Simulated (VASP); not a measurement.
# Ca (Fm-3m) in VASP: a series of runs

The runs below take Ca through single point, with PBE0, HSE06, PBE.

Program: VASP 6.6.1. These are calculated values, not measurements. Logs are shortened: lines on timing, memory, paths and dates and some standing lists are left out, and cuts for length are marked.

## 1. The cell of the first run

Symmetry: Fm-3m, No. 225, cubic system. The conventional cell has a = 5.588 Å, b = 5.588 Å, c = 5.588 Å, α = 90.00°, β = 90.00°, γ = 90.00°. Within 5.2 Å of Ca (site symmetry m-3m) lie 12 Ca at 3.95 Å.

## 2. Single point, PBE0

Contents of POSCAR:

```
Ca
1.0
    0.0000000000      2.7942000000      2.7942000000
    2.7942000000      0.0000000000      2.7942000000
    2.7942000000      2.7942000000      0.0000000000
Ca
1
Direct
    0.0000000000      0.0000000000      0.0000000000
```

Contents of INCAR.step1:

```
SYSTEM = Ca
PREC = Accurate ; ENCUT = 400
EDIFF = 1E-5 ; ISMEAR = 0
SIGMA = 0.025 ; LREAL = .FALSE.
LASPH = .TRUE. ; NELM = 120
ALGO = Normal ; ISIF = 2
LWAVE = .TRUE. ; LCHARG = .FALSE.
GGA = PE ; NBANDS = 11
GGA_COMPAT = .FALSE.
```

Contents of INCAR.step2:

```
SYSTEM = Ca
PREC = Accurate ; ENCUT = 400
EDIFF = 1E-6 ; ISMEAR = 0
SIGMA = 0.025 ; LREAL = .FALSE.
LASPH = .TRUE. ; NELM = 120
ALGO = Normal ; ISIF = 2
LWAVE = .FALSE. ; LCHARG = .FALSE.
GGA = PE ; LHFCALC = .TRUE.
AEXX = 0.25 ; PRECFOCK = Normal
ISTART = 1 ; NBANDS = 11
GGA_COMPAT = .FALSE.
```

Contents of KPOINTS:

```
regular mesh
0
G
  5 5 5
  0 0 0
```

Potentials or basis: VASP PAW PBE potentials, release 64 (Ca_sv).

On the command line:

```bash
> cat potpaw_PBE.64/Ca_sv/POTCAR > POTCAR
> cp INCAR.step1 INCAR
> mpirun -np 1 vasp_std > vasp.out
> cp INCAR.step2 INCAR
> mpirun -np 1 vasp_std > vasp.out
```

OUTCAR:

```text
SYSTEM = Ca
   PREC = Accurate
   ENCUT = 400
   EDIFF = 1E-6
   ISMEAR = 0
   LREAL = .FALSE.
   LASPH = .TRUE.
   NELM = 120
   ISIF = 2
   GGA = PE
   LHFCALC = .TRUE.
   AEXX = 0.25
   PRECFOCK = Normal
   ISTART = 1

 ion  position               nearest neighbor table
   1  0.000  0.000  0.000-

  LATTYP: Found a face centered cubic cell.
 ALAT       =     5.5884000000

  Lattice vectors:

 A1 = (   0.0000000000,   2.7942000000,   2.7942000000)
 A2 = (   2.7942000000,   0.0000000000,   2.7942000000)
 A3 = (   2.7942000000,   2.7942000000,   0.0000000000)

Analysis of symmetry for initial positions (statically):
=====================================================================
 Subroutine PRICEL returns:
 Original cell was already a primitive cell.

 Routine SETGRP: Setting up the symmetry group for a
 face centered cubic supercell.

 Subroutine GETGRP returns: Found 48 space group operations
 (whereof 48 operations were pure point group operations)
 out of a pool of 48 trial point group operations.

The static configuration has the point symmetry O_h .

Analysis of symmetry for dynamics (positions and initial velocities):
=====================================================================
 Subroutine PRICEL returns:
 Original cell was already a primitive cell.

 Routine SETGRP: Setting up the symmetry group for a
 face centered cubic supercell.

 Subroutine GETGRP returns: Found 48 space group operations
 (whereof 48 operations were pure point group operations)
 out of a pool of 48 trial point group operations.

The dynamic configuration has the point symmetry O_h .

 Subroutine INISYM returns: Found 48 space group operations
 (whereof 48 operations are pure point group operations),
 and found     1 'primitive' translations

----------------------------------------------------------------------------------------

                                     Primitive cell

  volume of cell :      43.6317

  direct lattice vectors                    reciprocal lattice vectors
     0.000000000  2.794200000  2.794200000    -0.178942094  0.178942094  0.178942094
     2.794200000  0.000000000  2.794200000     0.178942094 -0.178942094  0.178942094
     2.794200000  2.794200000  0.000000000     0.178942094  0.178942094 -0.178942094

  length of vectors
     3.951595536  3.951595536  3.951595536     0.309936799  0.309936799  0.309936799

  position of ions in fractional coordinates (direct lattice)
     0.000000000  0.000000000  0.000000000

  ion indices of the primitive-cell ions
   primitive index   ion index
                 1           1

----------------------------------------------------------------------------------------

 KPOINTS: regular mesh

Automatic generation of k-mesh.
 Grid dimensions read from file:
 generate k-points for:    5    5    5

 Generating k-lattice:

  Cartesian coordinates                     Fractional coordinates (reciprocal lattice)
    -0.035788419  0.035788419  0.035788419     0.200000000  0.000000000  0.000000000
     0.035788419 -0.035788419  0.035788419     0.000000000  0.200000000  0.000000000
     0.035788419  0.035788419 -0.035788419     0.000000000  0.000000000  0.200000000

  Length of vectors
     0.061987360  0.061987360  0.061987360

  Shift w.r.t. Gamma in fractional coordinates (k-lattice)
     0.000000000  0.000000000  0.000000000

 Subroutine IBZKPT returns following result:
 ===========================================

 Found     10 irreducible k-points:

 Following reciprocal coordinates:
            Coordinates               Weight
  0.000000  0.000000  0.000000      1.000000
  0.200000  0.000000  0.000000      8.000000
  0.400000  0.000000  0.000000      8.000000
  0.200000  0.200000  0.000000      6.000000
  0.400000  0.200000  0.000000     24.000000
 -0.400000  0.200000  0.000000     24.000000
 -0.200000  0.200000  0.000000     12.000000
  0.400000  0.400000  0.000000      6.000000
 -0.400000  0.400000  0.000000     12.000000
 -0.400000  0.400000  0.200000     24.000000
   k-points           NKPTS =     10   k-points in BZ     NKDIM =    125   number of bands    NBANDS=     11
   number of dos      NEDOS =    301   number of ions     NIONS =      1
   total plane-waves  NPLWV =  21952
   dimension x,y,z NGX =    28 NGY =   28 NGZ =   28
   dimension x,y,z NGXF=    56 NGYF=   56 NGZF=   56
   ions per type =               1
   NGX,Y,Z   is equivalent  to a cutoff of  11.78, 11.78, 11.78 a.u.
   NGXF,Y,Z  is equivalent  to a cutoff of  23.56, 23.56, 23.56 a.u.
 SYSTEM =  Ca
   PREC   = accura    normal or accurate (medium, high low for compatibility)
   ISTART =      1    job   : 0-new  1-cont  2-samecut
   ICHARG =      0    charge: 1-file 2-atom 10-const
   ISPIN  =      1    spin polarized calculation?
   LNONCOLLINEAR =      F non collinear calculations
   LSORBIT =      F    spin-orbit coupling
   LASPH  =      T    aspherical Exc in radial PAW
   ENCUT  =  400.0 eV  29.40 Ry    5.42 a.u.   6.44  6.44  6.44*2*pi/ulx,y,z
   NELM   =    120;   NELMIN=  2; NELMDL=  0     # of ELM steps
   EDIFF  = 0.1E-05   stopping-criterion for ELM
   LREAL  =      F    real-space projection
   EDIFFG = 0.1E-04   stopping-criterion for IOM
   NSW    =      0    number of steps for IOM
   IBRION =     -1    ionic relax: 0-MD 1-quasi-New 2-CG
   NFREE  =      0    steps in history (QN), initial steepest desc. (CG)
   ISIF   =      2    stress and relaxation
   ISYM   =      3    0-nonsym 1-usesym 2-fastsym
   POTIM  = 0.5000    time-step for ionic-motion
   TEBEG  =    0.0;   TEEND  =   0.0 temperature during run
   PSTRESS=    0.0 pullay stress
   NELECT =      10.0000    total number of electrons
   NUPDOWN=      -1.0000    fix difference up-down
   EMIN   =  10.00;   EMAX   =-10.00  energy-range for DOS
   EFERMI =   0.00;   METHOD = LEGACY
   ISMEAR =     0;   SIGMA  =   0.03  broadening in eV -4-tet -1-fermi 0-gaus
   EFERMI_NEDOS =   21; number of points for ismear=-14 and -15
   IALGO  =     38    algorithm
   IMIX   =      1    mixing-type and parameters
     AMIX     =   0.40;   BMIX     =  1.00
     AMIX_MAG =   1.60;   BMIX_MAG =  1.00
  volume/ion in A,a.u.               =      43.63       294.44
  Fermi-wavevector in a.u.,A,eV,Ry     =   1.001861  1.893242 13.656506  1.003725
  Thomas-Fermi vector in A             =   2.134310
   LORBIT       =      0    0 simple, 1 ext, 2 COOP (PROOUT), +10 PAW based schemes
   GGA     = PE    functional components
   LHFCALC =     T    Hartree Fock is set to
   PRECFOCK=normal    Normal, Fast or Accurate (Low or Medium for compatibility)
   ENCUT4O =  -1.0   cutoff for four orbital integrals eV
   NKREDX  =     1    reduce k-point grid by
   NKREDY  =     1    reduce k-point grid by
   NKREDZ  =     1    reduce k-point grid by
   AEXX    =    0.2500 exact exchange contribution
   HFSCREEN=    0.0000 screening length (either q_TF or 0.3 A-1)
   HFSCREENC=   0.0000 screening length for correlation (either q_TF or 0.3 A-1)
   ENCUTFOCK=  -1.0 apply spherical cutoff to Coloumb kernel
   IVDW    =     0    specifies the selected vdW correction
   LEPSILON=     F    determine dielectric tensor
   LRPA    =     F    only Hartree local field effects (RPA)
 non-spin polarized calculation
 Gauss-broadening in eV      SIGMA  =   0.03
  energy-cutoff  :      400.00
  volume of cell :       43.63
 maximum number of plane-waves:       821
 NGX is ok and might be reduce to    28
  NGX = 20; NGY = 20; NGZ = 20

 number of electron      10.0000003 magnetization

 Free energy of the ion-electron system (eV)
  ---------------------------------------------------
  ext. energy  EPLUGINS =         0.00000000
  ---------------------------------------------------
  free energy    TOTEN  =        -1.82689632 eV

  energy without entropy =       -1.82689632  energy(sigma->0) =       -1.82689632

 E-fermi :   1.8568     XC(G=0):  -6.0506

 val. band max:        1.5860760024   @ k =  -0.4000   0.4000   0.0000
 cond. band min:       2.2879163018   @ k =  -0.4000   0.2000   0.0000
 fundamental gap:      0.7018402994
 Fermi energy:         1.8568107551

 k-point     1 :       0.0000    0.0000    0.0000
  band No.  band energies     occupation
      1     -44.2787      2.00000
      2     -23.6949      2.00000
      3     -23.6949      2.00000
      4     -23.6949      2.00000
      5      -3.3466      2.00000
      6       5.4784      0.00000
      7       5.4784      0.00000
      8       5.4784      0.00000
      9       6.6598      0.00000
     10       6.6598      0.00000
     11      11.7530      0.00000

 k-point     2 :       0.2000    0.0000    0.0000
  band No.  band energies     occupation
      1     -44.2744      2.00000
      2     -23.7415      2.00000
      3     -23.7009      2.00000
      4     -23.7009      2.00000
      5      -2.5770      2.00000
      6       4.6581      0.00000
      7       5.6273      0.00000
      8       5.6273      0.00000
      9       6.5565      0.00000
     10       6.5565      0.00000
     11      10.9768      0.00000

 k-point     3 :       0.4000    0.0000    0.0000
  band No.  band energies     occupation
      1     -44.2676      2.00000
      2     -23.8151      2.00000
      3     -23.7108      2.00000
      4     -23.7108      2.00000
      5      -0.4620      2.00000
      6       2.7749      0.00000
      7       5.3688      0.00000
      8       5.3688      0.00000
      9       7.2327      0.00000
     10       7.2327      0.00000
     11       8.6574      0.00000
[... 71 lines left out ...]
 k-point     9 :      -0.4000    0.4000    0.0000
  band No.  band energies     occupation
      1     -44.2628      2.00000
      2     -23.8010      2.00000
      3     -23.7616      2.00000
      4     -23.7355      2.00000
      5       1.5861      2.00000
      6       3.1512      0.00000
      7       3.1803      0.00000
      8       6.5726      0.00000
      9       7.1714      0.00000
     10       7.4514      0.00000
     11       8.1010      0.00000

 k-point    10 :      -0.4000    0.4000    0.2000
  band No.  band energies     occupation
      1     -44.2636      2.00000
      2     -23.7927      2.00000
      3     -23.7615      2.00000
      4     -23.7342      2.00000
      5       1.0461      2.00000
      6       3.3710      0.00000
      7       3.5298      0.00000
      8       5.7835      0.00000
      9       7.1658      0.00000
     10       7.6911      0.00000
     11       8.5922      0.00000

------------------------ aborting loop because EDIFF is reached ----------------------------------------

  FORCE on cell =-STRESS in cart. coord.  units (eV):
  Direction    XX          YY          ZZ          XY          YZ          ZX
  --------------------------------------------------------------------------------------
  -------------------------------------------------------------------------------------
  Total       -0.1018592     -0.1018592     -0.1018592     -0.0000000     -0.0000000      0.0000000
  in kB       -3.7403168     -3.7403168     -3.7403168     -0.0000000     -0.0000000      0.0000000
  external PRESSURE =      -3.7403168 kB  Pullay stress =       0.0000000 kB

 VOLUME and BASIS-vectors are now :
 -----------------------------------------------------------------------------
  energy-cutoff  :      400.00
  volume of cell :       43.63
      direct lattice vectors                 reciprocal lattice vectors
     0.000000000  2.794200000  2.794200000    -0.178942094  0.178942094  0.178942094
     2.794200000  0.000000000  2.794200000     0.178942094 -0.178942094  0.178942094
     2.794200000  2.794200000  0.000000000     0.178942094  0.178942094 -0.178942094

 POSITION                                       TOTAL-FORCE (eV/Angst)
 -----------------------------------------------------------------------------------
      0.00000      0.00000      0.00000         0.000000      0.000000      0.000000
 -----------------------------------------------------------------------------------
    total drift:                               -0.000000      0.000000      0.000000

  FREE ENERGIE OF THE ION-ELECTRON SYSTEM (eV)
  ---------------------------------------------------
  free  energy   TOTEN  =        -1.8268963236 eV

  energy  without entropy=       -1.8268963236  energy(sigma->0) =       -1.82689632
```

It took 1.7 min on 1 thread of Intel Xeon 6975P-C (Granite Rapids), shared host; peak memory 0.16 GiB.

The run converged, but its numbers aren't listed here, since they failed a check.

Caveat: the k points lie up to 0.39 Å⁻¹ apart; the mesh shows a gap though the element is a metal; the PAW data sets were made with another functional, which shifts forces and pressure a little.

## 3. Single point, HSE06

POSCAR is that of step 2.

Contents of INCAR.step1:

```
SYSTEM = Ca
ALGO = Normal ; EDIFF = 1E-5
ENCUT = 400 ; GGA = PE
GGA_COMPAT = .False. ; ISIF = 2
ISMEAR = -1 ; LASPH = .True.
LCHARG = .False. ; LREAL = .False.
LWAVE = .True. ; NBANDS = 11
NELM = 120 ; PREC = Accurate
SIGMA = 0.01
```

Contents of INCAR.step2:

```
SYSTEM = Ca
ALGO = Normal ; EDIFF = 1E-6
ENCUT = 400 ; GGA = PE
GGA_COMPAT = .False. ; HFSCREEN = 0.2079
ISIF = 2 ; ISMEAR = -1
ISTART = 1 ; LASPH = .True.
LCHARG = .False. ; LHFCALC = .True.
LREAL = .False. ; LWAVE = .False.
NBANDS = 11 ; NELM = 120
PREC = Accurate ; PRECFOCK = Normal
SIGMA = 0.01
```

Contents of KPOINTS:

```
k-points
0
Gamma
  6 6 6
  0 0 0
```

Potentials or basis: VASP PAW PBE potentials, release 64 (Ca_sv).

On the command line:

```bash
> cat potpaw_PBE.64/Ca_sv/POTCAR > POTCAR
> cp INCAR.step1 INCAR
> mpirun -np 1 vasp_std > vasp.out
> cp INCAR.step2 INCAR
> mpirun -np 1 vasp_std > vasp.out
```

Run time: 4.3 min. Hardware: 1 thread of Intel Xeon 6975P-C (Granite Rapids), shared host; peak memory 0.26 GiB.

Results (log left out):

```
Free energy            : -1.8030 eV
Pressure               : -0.2 GPa
Band gap on the k mesh : zero (bands 5 and 6 overlap by 0.52 eV)
```

Levels at points of the mesh, in eV from the Fermi level:
| k point | band 1 | band 2 | band 3 | band 4 | band 5 | band 6 | band 7 | band 8 | band 9 | band 10 |
| --- | --- | --- | --- | --- | --- | --- | --- | --- | --- | --- |
| (0.00, 0.00, 0.00) | -45.87 | -25.30 | -25.30 | -25.30 | -4.89 | 3.07 | 3.07 | 3.07 | 4.24 | 4.24 |
| (0.50, 0.00, 0.00) | -45.86 | -25.43 | -25.32 | -25.32 | -1.05 | -0.53 | 2.90 | 2.90 | 5.01 | 5.01 |
| (0.50, 0.50, 0.00) | -45.86 | -25.42 | -25.35 | -25.35 | -0.51 | 0.83 | 1.07 | 5.00 | 5.23 | 5.23 |

Caveat: the PAW data sets were made with another functional, which shifts forces and pressure a little.

## 4. Single point, PBE (42.76 Å³/atom)

This run uses another cell than the first one, of 42.76 Å³/atom.

Contents of INCAR:

```
SYSTEM = Ca
ALGO = Fast
EDIFF = 1E-7
ENCUT = 520
GGA = PE
ISIF = 2
ISMEAR = -1
LASPH = .True.
LCHARG = .True.
LELF = .True.
LREAL = .False.
LVHAR = .True.
LWAVE = .False.
NBANDS = 11
NELM = 100
PREC = Accurate
SIGMA = 0.05
```

Contents of KPOINTS:

```
k-points
0
Gamma
  8 8 8
  0 0 0
```

Contents of POSCAR:

```
Ca
1.0
    0.0000000000      2.7754464148      2.7754464148
    2.7754464148      0.0000000000      2.7754464148
    2.7754464148      2.7754464148      0.0000000000
Ca
1
Direct
    0.0000000000      0.0000000000      0.0000000000
```

On the command line:

```bash
> cat potpaw_PBE.64/Ca_sv/POTCAR > POTCAR
> mpirun -np 1 vasp_std > vasp.out
```

Run time: 48 s. Hardware: 1 thread of AMD EPYC 7R13, shared host; peak memory 0.14 GiB.

Results (log left out):

```yaml
Free_energy: -1.9347 eV
Pressure: -0.2 GPa
Band_gap_on_the_k_mesh: zero (bands 5 and 6 overlap by 0.38 eV)
```

Levels at points of the mesh, in eV from the Fermi level:
| k point | band 1 | band 2 | band 3 | band 4 | band 5 | band 6 | band 7 | band 8 | band 9 | band 10 |
| --- | --- | --- | --- | --- | --- | --- | --- | --- | --- | --- |
| (0.00, 0.00, 0.00) | -42.00 | -22.92 | -22.92 | -22.92 | -3.96 | 2.36 | 2.36 | 2.36 | 3.42 | 3.42 |
| (0.50, 0.00, 0.00) | -41.99 | -23.05 | -22.94 | -22.94 | -0.94 | -0.13 | 2.25 | 2.25 | 4.09 | 4.09 |
| (0.50, 0.50, 0.00) | -41.98 | -23.04 | -22.97 | -22.97 | -0.40 | 0.63 | 0.98 | 4.09 | 4.27 | 4.27 |

## 5. Single point, PBE (44.50 Å³/atom)

This run uses another cell than the first one, of 44.50 Å³/atom.

Contents of INCAR:

```
PREC = Accurate ; ENCUT = 520
EDIFF = 1E-7 ; ISMEAR = -1
SIGMA = 0.05 ; LREAL = F
LASPH = T ; NELM = 100
ALGO = Normal ; ISIF = 2
LWAVE = F ; LCHARG = F
GGA = PE ; NBANDS = 11
```

Contents of KPOINTS:

```
Automatic mesh
0
Gamma
  8 8 8
```

Contents of POSCAR:

```
Ca
1.0
    0.0000000000      2.8127051751      2.8127051751
    2.8127051751      0.0000000000      2.8127051751
    2.8127051751      2.8127051751      0.0000000000
Ca
1
Direct
    0.0000000000      0.0000000000      0.0000000000
```

On the command line:

```bash
> cat potpaw_PBE.64/Ca_sv/POTCAR > POTCAR
> mpirun -np 1 vasp_std > vasp.out
```

Wall time 30 s (1 thread of AMD EPYC 7R13, shared host); peak memory 0.14 GiB.

Results (log left out):

- Free energy: -1.9291 eV
- Pressure: -0.8 GPa
- Band gap on the k mesh: zero (bands 5 and 6 overlap by 0.43 eV)

Levels at points of the mesh, in eV from the Fermi level:
```tsv
k point	band 2	band 3	band 4	band 5	band 6	band 7	band 8	band 9
(0.00, 0.00, 0.00)	-23.02	-23.02	-23.02	-3.89	2.31	2.31	2.31	3.31
(0.50, 0.00, 0.00)	-23.13	-23.03	-23.03	-0.92	-0.15	2.20	2.20	3.96
(0.50, 0.50, 0.00)	-23.12	-23.06	-23.06	-0.36	0.65	0.92	3.95	4.13
```

[end of part 1 of 2]
